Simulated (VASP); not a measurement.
Write the native input for VASP 6.6.1 that does the following.

- Task: single point
- Functional: PBE
- Potentials or basis: VASP PAW PBE potentials, release 64 (Na_pv, Br, F)
- Cutoff: 520 eV
- k mesh: 9 × 9 × 9
- Occupations: gaussian, width 0.02 eV
- Spin: no spin polarisation
- Dipole correction: no
- Further INCAR settings: ALGO = Normal; EDIFF = 1e-06; NBANDS = 22

The structure of Na2BrF lies in POSCAR:

```
Na2BrF
1.0
    1.9086278290      1.1019467910      6.2787421797
   -1.9086278290      1.1019467910      6.2787421797
    0.0000000000     -2.2038935816      6.2787421797
Na Br F
2 1 1
Direct
    0.2662057267      0.2662057267      0.2662057267
    0.7337942733      0.7337942733      0.7337942733
    0.5000000000      0.5000000000      0.5000000000
    0.0000000000      0.0000000000      0.0000000000
```

The input as run:

INCAR

```
PREC     = Accurate       # precision mode
ENCUT    = 520            # plane-wave cutoff, eV
EDIFF    = 1E-6           # SCF threshold, eV
ISMEAR   = 0              # smearing method
SIGMA    = 0.02           # smearing width, eV
LREAL    = False          # projectors in reciprocal space
LASPH    = True           # aspherical terms in the spheres
NELM     = 100            # most SCF steps
ALGO     = Normal         # electronic algorithm
ISIF     = 2              # what is computed and relaxed
LWAVE    = False          # write WAVECAR
LCHARG   = False          # write CHGCAR
GGA      = PE             # functional
NBANDS   = 22             # bands
```

KPOINTS

```
regular mesh
0
Gamma
  9 9 9
```

Potentials or basis: VASP PAW PBE potentials, release 64 (Na_pv, Br, F).

Launch:

```bash
$ cat potpaw_PBE.64/Na_pv/POTCAR potpaw_PBE.64/Br/POTCAR potpaw_PBE.64/F/POTCAR > POTCAR
$ mpirun -np 1 vasp_std > vasp.out
```

It gave:

The pressure is -0.1 GPa. The band gap on the k mesh is 3.10 eV, direct.

Wall time 5 min on 1 thread of Intel(R) Xeon(R) Platinum 8259CL CPU @ 2.50GHz (Skylake/Cascade Lake), on a shared host, peak memory 0.43 GiB.
